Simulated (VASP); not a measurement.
## Ta: single point with r2SCAN

Ta:

```
CELL_PARAMETERS angstrom
0.00000 2.10383 2.10383
2.10383 0.00000 2.10383
2.10383 2.10383 0.00000
ATOMIC_POSITIONS crystal
Ta 0.00000 0.00000 0.00000
```

```json
{
  "Program": "VASP 6.6.1",
  "Task": "single point",
  "Functional": "r2SCAN",
  "Potentials or basis": "VASP PAW PBE potentials, release 64 (Ta_pv)",
  "Cutoff": "520 eV",
  "k mesh": "21 × 21 × 21",
  "Occupations": "fermi-dirac, width 0.1 eV",
  "Spin": "no spin polarisation"
}
```

* Pressure: 0.6 GPa

Levels at points of the mesh, in eV from the Fermi level:
```csv
k point,band 1,band 2,band 3,band 4,band 5,band 6,band 7,band 8,band 9,band 10
"(0.00, 0.00, 0.00)",-34.80,-34.80,-34.80,-8.62,0.49,0.49,0.49,3.78,3.78,11.45
```

Run time: 75 s on 1 thread of Intel(R) Xeon(R) 6975P-C (Granite Rapids), with other jobs on the host, peak memory 0.19 GiB.

Caveat: the PAW data sets were made with another functional, which shifts forces and pressure a little; spin-orbit coupling is left out, which moves the levels of the heavy elements.
